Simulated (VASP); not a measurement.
MnSb:

```xyz
2
Lattice="0.0000 2.7950 2.7950 2.7950 0.0000 2.7950 2.7950 2.7950 0.0000" Properties=species:S:1:pos:R:3 pbc="T T T"
Sb    2.7950    2.7950    2.7950
Mn    0.0000    0.0000    0.0000
```

Base run:

* Program: VASP 6.6.1
* Functional: PBE
* Potentials or basis: VASP PAW PBE potentials, release 64 (Sb, Mn_pv)
* Cutoff: 520 eV
* k mesh: 8 × 8 × 8
* Occupations: fermi-dirac, width 0.05 eV
* Spin: collinear spin, ferromagnetic start
* Starting moments: [0.0, 4.0] μB

Its results: pressure -0.4 GPa.

Q: The run is repeated on the same cell with these changes: spin from collinear spin, ferromagnetic start to no spin polarisation; further incar settings from ALGO = Normal; EDIFF = 1e-06; NBANDS = 20 to ALGO = Normal; EDIFF = 1e-06; NBANDS = 16. What comes out?

A: Pressure -13.9 GPa.

Caveats: a cell with one magnetic atom can't hold antiferromagnetic order, which such compounds often take (some runs).
